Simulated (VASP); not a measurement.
## Mg2C: single point with PBE

Mg2C:

```
C Mg
1.0
     0.00000    2.71094    2.71094
     2.71094    0.00000    2.71094
     2.71094    2.71094    0.00000
C Mg
1 2
Direct
  0.00000 0.00000 0.00000
  0.25000 0.25000 0.25000
  0.75000 0.75000 0.75000
```

```
Program             : VASP 6.6.1
Task                : single point
Functional          : PBE
Potentials or basis : VASP PAW PBE potentials, release 64 (C, Mg)
Cutoff              : 520 eV
k mesh              : 6 × 6 × 6
Occupations         : gaussian, width 0.01 eV
Spin                : no spin polarisation
```

| Quantity | Value |
| --- | --- |
| Pressure | 1.8 GPa |
| Band gap on the k mesh | 0.73 eV (least direct gap 1.49 eV) |

Levels at points of the mesh, in eV from the valence-band top:
```
           k point  band 1  band 2  band 3  band 4  band 5  band 6  band 7  band 8  band 9
(0.00, 0.00, 0.00)  -10.70    0.00    0.00    0.00    1.49    6.61    6.61    6.61    9.67
(0.50, 0.00, 0.00)   -9.16   -4.75   -0.42   -0.42    3.45    5.62    5.62    5.90   11.30
(0.50, 0.50, 0.00)   -8.68   -4.04   -1.53   -1.53    0.73    4.12    9.00    9.36    9.36
```

It took 5.2 s on 1 thread of Intel(R) Xeon(R) 6975P-C (Granite Rapids), with other jobs on the host, peak memory 0.16 GiB.

A k mesh can miss the band edges.
